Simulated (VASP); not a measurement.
# Hf (Fm-3m) in VASP: notebook

Runs on Hf. Level: PBE. Tasks: relaxation of cell and atoms.

Everything below comes from runs of VASP 6.6.1. Logs are shortened: lines on timing, memory, paths and dates and some standing lists are left out, and cuts for length are marked.

## (1) The cell of the first run

It takes space group Fm-3m (No. 225, cubic). Conventional cell: a = 3.352 Å, b = 3.352 Å, c = 3.352 Å, α = 90.00°, β = 90.00°, γ = 90.00°. Hf (site symmetry m-3m) has 12 Hf at 2.37 Å within 3.1 Å.

## (2) Relaxation of cell and atoms, PBE, target pressure 430 GPa, at which the enthalpy is minimised

Contents of INCAR:

```
ALGO = Normal
EDIFF = 1E-6
EDIFFG = -0.005
ENCUT = 600
GGA = PE
IBRION = 2
ISIF = 3
ISMEAR = -1
LASPH = T
LCHARG = F
LREAL = F
LWAVE = F
NELM = 80
NSW = 60
PREC = Accurate
PSTRESS = 4300.0
SIGMA = 0.08
```

Contents of KPOINTS:

```
k-points
0
Gamma
  20 20 20
```

Contents of POSCAR:

```
Hf
1.0
    0.0000000000      1.6758320685      1.6758320685
    1.6758320685      0.0000000000      1.6758320685
    1.6758320685      1.6758320685      0.0000000000
Hf
1
Direct
    0.0000000000      0.0000000000      0.0000000000
```

Potentials or basis: VASP PAW PBE potentials, release 64 (Hf_pv).

Launch:

```console
> cat potpaw_PBE.64/Hf_pv/POTCAR > POTCAR
> mpirun -np 1 vasp_std > vasp.out
```

OUTCAR:

```text
EDIFF = 1E-6
   EDIFFG = -0.005
   ENCUT = 600
   GGA = PE
   IBRION = 2
   ISIF = 3
   ISMEAR = -1
   LASPH = T
   LREAL = F
   NELM = 80
   NSW = 60
   PREC = Accurate
   PSTRESS = 4300.0

 ion  position               nearest neighbor table
   1  0.000  0.000  0.000-

  LATTYP: Found a face centered cubic cell.
 ALAT       =     3.3516641370

  Lattice vectors:

 A1 = (   0.0000000000,   1.6758320685,   1.6758320685)
 A2 = (   1.6758320685,   0.0000000000,   1.6758320685)
 A3 = (   1.6758320685,   1.6758320685,   0.0000000000)

Analysis of symmetry for initial positions (statically):
=====================================================================
 Subroutine PRICEL returns:
 Original cell was already a primitive cell.

 Routine SETGRP: Setting up the symmetry group for a
 face centered cubic supercell.

 Subroutine GETGRP returns: Found 48 space group operations
 (whereof 48 operations were pure point group operations)
 out of a pool of 48 trial point group operations.

The static configuration has the point symmetry O_h .

Analysis of symmetry for dynamics (positions and initial velocities):
=====================================================================
 Subroutine PRICEL returns:
 Original cell was already a primitive cell.

 Routine SETGRP: Setting up the symmetry group for a
 face centered cubic supercell.

 Subroutine GETGRP returns: Found 48 space group operations
 (whereof 48 operations were pure point group operations)
 out of a pool of 48 trial point group operations.

The dynamic configuration has the point symmetry O_h .

 Subroutine INISYM returns: Found 48 space group operations
 (whereof 48 operations are pure point group operations),
 and found     1 'primitive' translations

----------------------------------------------------------------------------------------

                                     Primitive cell

  volume of cell :       9.4129

  direct lattice vectors                    reciprocal lattice vectors
     0.000000000  1.675832069  1.675832069    -0.298359251  0.298359251  0.298359251
     1.675832069  0.000000000  1.675832069     0.298359251 -0.298359251  0.298359251
     1.675832069  1.675832069  0.000000000     0.298359251  0.298359251 -0.298359251

  length of vectors
     2.369984440  2.369984440  2.369984440     0.516773381  0.516773381  0.516773381

  position of ions in fractional coordinates (direct lattice)
     0.000000000  0.000000000  0.000000000

  ion indices of the primitive-cell ions
   primitive index   ion index
                 1           1

----------------------------------------------------------------------------------------

 KPOINTS: k-points

Automatic generation of k-mesh.
 Grid dimensions read from file:
 generate k-points for:   20   20   20

 Generating k-lattice:

  Cartesian coordinates                     Fractional coordinates (reciprocal lattice)
    -0.014917963  0.014917963  0.014917963     0.050000000  0.000000000  0.000000000
     0.014917963 -0.014917963  0.014917963     0.000000000  0.050000000  0.000000000
     0.014917963  0.014917963 -0.014917963     0.000000000  0.000000000  0.050000000

  Length of vectors
     0.025838669  0.025838669  0.025838669

  Shift w.r.t. Gamma in fractional coordinates (k-lattice)
     0.000000000  0.000000000  0.000000000

 Subroutine IBZKPT returns following result:
 ===========================================

 Found    256 irreducible k-points:

 Following reciprocal coordinates:
            Coordinates               Weight
  0.000000  0.000000  0.000000      1.000000
  0.050000  0.000000  0.000000      8.000000
  0.100000  0.000000  0.000000      8.000000
  0.150000  0.000000  0.000000      8.000000
  0.200000  0.000000  0.000000      8.000000
  0.250000  0.000000  0.000000      8.000000
[... 16 lines left out ...]
 -0.400000  0.050000  0.000000     24.000000
 -0.350000  0.050000  0.000000     24.000000
 [... further k-points ...]
   k-points           NKPTS =    256   k-points in BZ     NKDIM =    256   number of bands    NBANDS=      9
   number of dos      NEDOS =    301   number of ions     NIONS =      1
   total plane-waves  NPLWV =   8000
   dimension x,y,z NGX =    20 NGY =   20 NGZ =   20
   dimension x,y,z NGXF=    40 NGYF=   40 NGZF=   40
   ions per type =               1
   NGX,Y,Z   is equivalent  to a cutoff of  14.03, 14.03, 14.03 a.u.
   NGXF,Y,Z  is equivalent  to a cutoff of  28.06, 28.06, 28.06 a.u.
 SYSTEM =  unknown system
   PREC   = accura    normal or accurate (medium, high low for compatibility)
   ISTART =      0    job   : 0-new  1-cont  2-samecut
   ICHARG =      2    charge: 1-file 2-atom 10-const
   ISPIN  =      1    spin polarized calculation?
   LNONCOLLINEAR =      F non collinear calculations
   LSORBIT =      F    spin-orbit coupling
   LASPH  =      T    aspherical Exc in radial PAW
   ENCUT  =  600.0 eV  44.10 Ry    6.64 a.u.   4.73  4.73  4.73*2*pi/ulx,y,z
   NELM   =     80;   NELMIN=  2; NELMDL= -5     # of ELM steps
   EDIFF  = 0.1E-05   stopping-criterion for ELM
   LREAL  =      F    real-space projection
   EDIFFG = -.5E-02   stopping-criterion for IOM
   NSW    =     60    number of steps for IOM
   IBRION =      2    ionic relax: 0-MD 1-quasi-New 2-CG
   NFREE  =      1    steps in history (QN), initial steepest desc. (CG)
   ISIF   =      3    stress and relaxation
   ISYM   =      2    0-nonsym 1-usesym 2-fastsym
   POTIM  = 0.5000    time-step for ionic-motion
   TEBEG  =    0.0;   TEEND  =   0.0 temperature during run
   PSTRESS= 4300.0 pullay stress
   NELECT =      10.0000    total number of electrons
   NUPDOWN=      -1.0000    fix difference up-down
   EMIN   =  10.00;   EMAX   =-10.00  energy-range for DOS
   EFERMI =   0.00;   METHOD = LEGACY
   ISMEAR =    -1;   SIGMA  =   0.08  broadening in eV -4-tet -1-fermi 0-gaus
   EFERMI_NEDOS =   21; number of points for ismear=-14 and -15
   IALGO  =     38    algorithm
   IMIX   =      4    mixing-type and parameters
     AMIX     =   0.40;   BMIX     =  1.00
     AMIX_MAG =   1.60;   BMIX_MAG =  1.00
  volume/ion in A,a.u.               =       9.41        63.52
  Fermi-wavevector in a.u.,A,eV,Ry     =   1.670453  3.156699 37.965890  2.790414
  Thomas-Fermi vector in A             =   2.755948
   LORBIT       =      0    0 simple, 1 ext, 2 COOP (PROOUT), +10 PAW based schemes
   GGA     = PE    functional components
   LHFCALC =     F    Hartree Fock is set to
   AEXX    =    0.0000 exact exchange contribution
   IVDW    =     0    specifies the selected vdW correction
   LEPSILON=     F    determine dielectric tensor
   LRPA    =     F    only Hartree local field effects (RPA)
 conjugate gradient relaxation of ions
 non-spin polarized calculation
  energy-cutoff  :      600.00
  volume of cell :        9.41
 maximum number of plane-waves:       332
   NGX =  9   NGY =  9   NGZ =  9

--------------------------------------- Ionic step        1  -------------------------------------------

 number of electron      10.0000001 magnetization

 Free energy of the ion-electron system (eV)
  ---------------------------------------------------
  ext. energy  EPLUGINS =         0.00000000
  ---------------------------------------------------
  free energy    TOTEN  =        -1.45876382 eV

  energy without entropy =       -1.44966922  energy(sigma->0) =       -1.45421652

------------------------ aborting loop because EDIFF is reached ----------------------------------------

  FORCE on cell =-STRESS in cart. coord.  units (eV):
  Direction    XX          YY          ZZ          XY          YZ          ZX
  --------------------------------------------------------------------------------------
  -------------------------------------------------------------------------------------
  Total       24.6393348     24.6393348     24.6393348      0.0000000      0.0000000      0.0000000
  in kB     4193.9000439   4193.9000439   4193.9000439      0.0000000      0.0000000      0.0000000
  external PRESSURE =    -106.0999561 kB  Pullay stress =    4300.0000000 kB

 VOLUME and BASIS-vectors are now :
 -----------------------------------------------------------------------------
  energy-cutoff  :      600.00
  volume of cell :        9.41
      direct lattice vectors                 reciprocal lattice vectors
     0.000000000  1.675832069  1.675832069    -0.298359251  0.298359251  0.298359251
     1.675832069  0.000000000  1.675832069     0.298359251 -0.298359251  0.298359251
     1.675832069  1.675832069  0.000000000     0.298359251  0.298359251 -0.298359251
[... 81 lines left out ...]
  FREE ENERGIE OF THE ION-ELECTRON SYSTEM (eV)
  ---------------------------------------------------
  free  energy   TOTEN  =        -1.2709623794 eV

  energy  without entropy=       -1.2617786206  energy(sigma->0) =       -1.26637050

  enthalpy is  TOTEN    =        23.8014420062 eV   P V=       25.0724043855

--------------------------------------- Ionic step        4  -------------------------------------------

 number of electron      10.0000001 magnetization

 Free energy of the ion-electron system (eV)
  ---------------------------------------------------
  ext. energy  EPLUGINS =         0.00000000
  ---------------------------------------------------
  free energy    TOTEN  =        -1.26326779 eV

  energy without entropy =       -1.25408089  energy(sigma->0) =       -1.25867434

 E-fermi :  13.1490     XC(G=0): -15.9892

 val. band max:       13.1473599029   @ k =  -0.3000   0.3500   0.0500
 cond. band min:      13.1513103545   @ k =   0.4500   0.0500   0.0000
 fundamental gap:      0.0039504516
 Fermi energy:        13.1490176696

 k-point     1 :       0.0000    0.0000    0.0000
  band No.  band energies     occupation
      1     -13.7209      2.00000
      2     -13.7209      2.00000
      3     -13.7209      2.00000
      4       5.6804      2.00000
      5      13.5417      0.01466
      6      13.5417      0.01466
      7      13.5417      0.01466
      8      21.2808      0.00000
      9      21.2808      0.00000

 k-point     2 :       0.0500    0.0000    0.0000
  band No.  band energies     occupation
      1     -14.0280      2.00000
      2     -13.7511      2.00000
      3     -13.7511      2.00000
      4       5.9896      2.00000
      5      13.3469      0.15553
      6      13.6681      0.00304
      7      13.6681      0.00304
      8      21.0699      0.00000
      9      21.0699      0.00000
[... 253 lines left out ...]
 k-point    24 :      -0.3500    0.0500    0.0000
  band No.  band energies     occupation
      1     -21.3628      2.00000
      2     -14.9631      2.00000
      3     -14.5773      2.00000
      4       6.7694      2.00000
      5      13.1400      1.05644
      6      13.3873      0.09685
      7      18.9399      0.00000
      8      23.3848      0.00000
      9      25.9508      0.00000

 [... further k-points ...]

------------------------ aborting loop because EDIFF is reached ----------------------------------------

  FORCE on cell =-STRESS in cart. coord.  units (eV):
  Direction    XX          YY          ZZ          XY          YZ          ZX
  --------------------------------------------------------------------------------------
  -------------------------------------------------------------------------------------
  Total       25.0630668     25.0630668     25.0630668     -0.0000000     -0.0000000      0.0000000
  in kB     4299.7189134   4299.7189134   4299.7189134     -0.0000000     -0.0000000      0.0000000
  external PRESSURE =      -0.2810866 kB  Pullay stress =    4300.0000000 kB

 VOLUME and BASIS-vectors are now :
 -----------------------------------------------------------------------------
  energy-cutoff  :      600.00
  volume of cell :        9.34
      direct lattice vectors                 reciprocal lattice vectors
     0.000000000  1.671443026  1.671443026    -0.299142712  0.299142712  0.299142712
     1.671443026  0.000000000  1.671443026     0.299142712 -0.299142712  0.299142712
     1.671443026  1.671443026  0.000000000     0.299142712  0.299142712 -0.299142712

 POSITION                                       TOTAL-FORCE (eV/Angst)
 -----------------------------------------------------------------------------------
      0.00000      0.00000      0.00000         0.000000     -0.000000     -0.000000
 -----------------------------------------------------------------------------------
    total drift:                                0.000000      0.000000      0.000000

  FREE ENERGIE OF THE ION-ELECTRON SYSTEM (eV)
  ---------------------------------------------------
  free  energy   TOTEN  =        -1.2632677854 eV

  energy  without entropy=       -1.2540808877  energy(sigma->0) =       -1.25867434

  enthalpy is  TOTEN    =        23.8014374562 eV   P V=       25.0647052416

 reached required accuracy - stopping structural energy minimisation
```

Run time: 57 s. Hardware: 1 thread of Intel Xeon Platinum 8259CL at 2.50GHz (Skylake/Cascade Lake), shared host; peak memory 0.16 GiB.

What came out:

```
Free energy                                            : -1.2633 eV
Relaxed volume                                         : 9.34 Å³/atom
Relaxed cell                                           : a = 2.364 Å, b = 2.364 Å, c = 2.364 Å, α = 60.00°, β = 60.00°, γ = 60.00°
Space group after relaxing (to 0.05 Å)                 : Fm-3m (No. 225)
Energy change on relaxing (the enthalpy is what falls) : +195.5 meV/atom
Ionic steps                                            : 4
Pressure after relaxing                                : 430.0 GPa
Band gap on the k mesh                                 : zero (band 5 reaches 14.42 eV, above the bottom of band 6 at 12.29 eV)
```

The path:
| step | energy change (eV) | largest force (eV/Å) | pressure (GPa) | volume (Å³) |
| --- | --- | --- | --- | --- |
| 1 | 0.0000 | 0.0000 | 419.39 | 9.41 |
| 2 | 2.4950 | 0.0000 | 559.93 | 8.59 |
| 3 | 0.1878 | 0.0000 | 429.56 | 9.34 |
| 4 | 0.1955 | 0.0000 | 429.97 | 9.34 |

Final structure:
```cif
data_structure
_symmetry_space_group_name_H-M 'P 1'
_symmetry_Int_Tables_number 1
_cell_length_a 2.3638
_cell_length_b 2.3638
_cell_length_c 2.3638
_cell_angle_alpha 60.000
_cell_angle_beta 60.000
_cell_angle_gamma 60.000
_cell_volume 9.34
loop_
_atom_site_label
_atom_site_type_symbol
_atom_site_fract_x
_atom_site_fract_y
_atom_site_fract_z
_atom_site_occupancy
Hf1 Hf 0.00000 0.00000 0.00000 1
```

Caveat: the cell is relaxed towards a set pressure, so the enthalpy falls and the energy may rise; spin-orbit coupling is left out, which moves the levels of the heavy elements.

## (3) Relaxation of cell and atoms, PBE, target pressure 430 GPa, at which the enthalpy is minimised

Contents of INCAR:

```
SYSTEM = Hf
PREC = Accurate ; ENCUT = 600
EDIFF = 1E-7 ; ISMEAR = -1
SIGMA = 0.08 ; LREAL = .False.
LASPH = .True. ; NELM = 80
ALGO = Normal ; ISIF = 3
LWAVE = .False. ; LCHARG = .False.
GGA = PE ; IBRION = 2
NSW = 32 ; EDIFFG = -0.005
PSTRESS = 4300.0
```

Contents of KPOINTS:

```
Automatic mesh
0
Gamma
  20 20 20
  0 0 0
```

Contents of POSCAR:

```
Hf
1.0
    0.0000000000      1.6752566999      1.6752566999
    1.6752566999      0.0000000000      1.6752566999
    1.6752566999      1.6752566999      0.0000000000
Hf
1
Direct
    0.0000000000      0.0000000000      0.0000000000
```

Potentials or basis: VASP PAW PBE potentials, release 64 (Hf_pv).

Launch:

```console
> cat potpaw_PBE.64/Hf_pv/POTCAR > POTCAR
> mpirun -np 1 vasp_std > vasp.out
```

OUTCAR:

```text
SYSTEM = Hf
   PREC = Accurate
   ENCUT = 600
   EDIFF = 1E-7
   ISMEAR = -1
   LREAL = .False.
   LASPH = .True.
   NELM = 80
   ISIF = 3
   GGA = PE
   IBRION = 2
   NSW = 32
   EDIFFG = -0.005
   PSTRESS = 4300.0

 ion  position               nearest neighbor table
   1  0.000  0.000  0.000-

  LATTYP: Found a face centered cubic cell.
 ALAT       =     3.3505133998

  Lattice vectors:

 A1 = (   0.0000000000,   1.6752566999,   1.6752566999)
 A2 = (   1.6752566999,   0.0000000000,   1.6752566999)
 A3 = (   1.6752566999,   1.6752566999,   0.0000000000)

Analysis of symmetry for initial positions (statically):
=====================================================================
 Subroutine PRICEL returns:
 Original cell was already a primitive cell.

 Routine SETGRP: Setting up the symmetry group for a
 face centered cubic supercell.

 Subroutine GETGRP returns: Found 48 space group operations
 (whereof 48 operations were pure point group operations)
 out of a pool of 48 trial point group operations.

The static configuration has the point symmetry O_h .

Analysis of symmetry for dynamics (positions and initial velocities):
=====================================================================
 Subroutine PRICEL returns:
 Original cell was already a primitive cell.

[... 162 lines left out ...]
  in kB     4207.4924339   4207.4924339   4207.4924339     -0.0000000      0.0000000     -0.0000000
  external PRESSURE =     -92.5075661 kB  Pullay stress =    4300.0000000 kB
[... 98 lines left out ...]
--------------------------------------- Ionic step        4  -------------------------------------------

 number of electron      10.0000001 magnetization

 Free energy of the ion-electron system (eV)
  ---------------------------------------------------
  ext. energy  EPLUGINS =         0.00000000
  ---------------------------------------------------
  free energy    TOTEN  =        -1.26305854 eV

  energy without entropy =       -1.25387144  energy(sigma->0) =       -1.25846499

 E-fermi :  13.1491     XC(G=0): -15.9892

 val. band max:       13.1475088687   @ k =  -0.3000   0.3500   0.0500
 cond. band min:      13.1513687288   @ k =   0.4500   0.0500   0.0000
 fundamental gap:      0.0038598601
 Fermi energy:        13.1491389457

 k-point     1 :       0.0000    0.0000    0.0000
  band No.  band energies     occupation
      1     -13.7208      2.00000
      2     -13.7208      2.00000
      3     -13.7208      2.00000
      4       5.6808      2.00000
      5      13.5417      0.01467
      6      13.5417      0.01467
      7      13.5417      0.01467
      8      21.2809      0.00000
      9      21.2809      0.00000
[... 265 lines left out ...]
 k-point    24 :      -0.3500    0.0500    0.0000
  band No.  band energies     occupation
      1     -21.3629      2.00000
      2     -14.9630      2.00000
      3     -14.5772      2.00000
      4       6.7695      2.00000
      5      13.1400      1.05681
      6      13.3873      0.09692
      7      18.9402      0.00000
      8      23.3849      0.00000
      9      25.9510      0.00000

 [... further k-points ...]

------------------------ aborting loop because EDIFF is reached ----------------------------------------

  FORCE on cell =-STRESS in cart. coord.  units (eV):
  Direction    XX          YY          ZZ          XY          YZ          ZX
  --------------------------------------------------------------------------------------
  -------------------------------------------------------------------------------------
  Total       25.0632653     25.0632653     25.0632653      0.0000000      0.0000000     -0.0000000
  in kB     4299.7883415   4299.7883415   4299.7883415      0.0000000      0.0000000     -0.0000000
  external PRESSURE =      -0.2116585 kB  Pullay stress =    4300.0000000 kB
[... 20 lines left out ...]
  energy  without entropy=       -1.2538714391  energy(sigma->0) =       -1.25846499

  enthalpy is  TOTEN    =        23.8014405041 eV   P V=       25.0644990421

 reached required accuracy - stopping structural energy minimisation
```

It took 61 s on 1 thread of Intel Xeon Platinum 8259CL at 2.50GHz (Skylake/Cascade Lake), shared host; peak memory 0.15 GiB.

What came out:

| Quantity | Value |
| --- | --- |
| Free energy | -1.2631 eV |
| Relaxed volume | 9.34 Å³/atom |
| Relaxed cell | a = 2.364 Å, b = 2.364 Å, c = 2.364 Å, α = 60.00°, β = 60.00°, γ = 60.00° |
| Space group after relaxing (to 0.05 Å) | Fm-3m (No. 225) |
| Energy change on relaxing (the enthalpy is what falls) | +170.3 meV/atom |
| Ionic steps | 4 |
| Pressure after relaxing | 430.0 GPa |
| Band gap on the k mesh | zero (band 5 reaches 14.42 eV, above the bottom of band 6 at 12.29 eV) |

The path:
| step | energy change (eV) | largest force (eV/Å) | pressure (GPa) | volume (Å³) |
| --- | --- | --- | --- | --- |
| 1 | 0.0000 | 0.0000 | 420.75 | 9.40 |
| 2 | 2.1449 | 0.0000 | 540.83 | 8.68 |
| 3 | 0.1644 | 0.0000 | 429.66 | 9.34 |
| 4 | 0.1703 | 0.0000 | 429.98 | 9.34 |

Final structure:
```yaml
crystal:
  lattice:
    - [0.00000, 1.67144, 1.67144]
    - [1.67144, 0.00000, 1.67144]
    - [1.67144, 1.67144, 0.00000]
  atoms:
    - { symbol: Hf, position: [0.00000, 0.00000, 0.00000] }
```

Caveat: the cell is relaxed towards a set pressure, so the enthalpy falls and the energy may rise; spin-orbit coupling is left out, which moves the levels of the heavy elements.
